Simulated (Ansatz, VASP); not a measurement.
# Li2O: VASP beside Ansatz

File INCAR:

```
PREC = Accurate
ENCUT = 750
EDIFF = 1E-6
ISMEAR = -1
SIGMA = 0.03
LREAL = F
LASPH = T
NELM = 120
ALGO = Normal
ISIF = 2
LWAVE = F
LCHARG = F
GGA = PS
NBANDS = 13
GGA_COMPAT = F
```

The input KPOINTS:

```
regular mesh
0
Gamma
  9 9 9
```

File POSCAR:

```
Li2O
1.0
    0.0000000000      2.3095000000      2.2864050000
    2.3095000000      0.0000000000      2.2864050000
    2.3095000000      2.3095000000      0.0000000000
Li O
2 1
Direct
    0.2500000000      0.2500000000      0.2500000000
    0.7500000000      0.7500000000      0.7500000000
    0.0000000000      0.0000000000      0.0000000000
```

Input for Ansatz:

```yaml
crystal:
  lattice:
    - [0.0, 2.3095, 2.286405]
    - [2.3095, 0.0, 2.286405]
    - [2.3095, 2.3095, 0.0]
  atoms:
    - { symbol: Li, position: [0.25, 0.25, 0.25] }
    - { symbol: Li, position: [0.75, 0.75, 0.75] }
    - { symbol: O, position: [0.0, 0.0, 0.0] }
kpoints:
  mp_grid: { grid: [9, 9, 9] }
  band_path:
    path:
      - [0.0, 0.0, 0.0]
      - [0.0, 0.5, 0.5]
      - [0.25, 0.75, 0.5]
      - [0.0, 0.5, 0.0]
      - [0.0, 0.0, 0.0]
      - [0.5, 0.5, 0.0]
      - [0.3775380063, 0.6224619937, 0.0]
      - [-0.3775380063, 0.3775380063, 0.0]
      - [0.0, 0.0, 0.0]
    npoints: 5
scf:
  occupations: { method: fermi_dirac, width: 0.03 }
hamiltonian:
  xc: pbesol
  pseudopotentials: { kind: all_electron, lapw: { basis_error: 0.0005 } }
output:
  forces: true
  stress: true
  eigenvalues: true
```

Change from the starting cell: zz strain of -1 %.

Alike in both runs: task single point; functional PBEsol; k mesh 9 × 9 × 9; occupations fermi-dirac, width 0.03 eV; no spin polarisation.

|  | VASP | Ansatz |
| --- | --- | --- |
| version | VASP 6.6.1 | Ansatz 0.2.0 |
| potentials or method | VASP PAW PBE potentials, release 64 (Li_sv, O), cutoff 750 eV | all-electron LAPW, scalar-relativistic |

VASP gave:

| Property | Result |
| --- | --- |
| gap on the k mesh at the Fermi level (eV) | 4.91 |
| pressure (GPa) | -1.2 |
| traceless stress, the component that is largest in VASP (GPa) | 1.24 |

Problem. Estimate Ansatz's values.

Solution. gap on the k mesh at the Fermi level (eV): 4.92; pressure (GPa): -1.4; traceless stress, the component that is largest in VASP (GPa): 1.24.

VASP's potentials were made for PBE, not for PBEsol. Ansatz ran all-electron here, and VASP with PAW potentials.
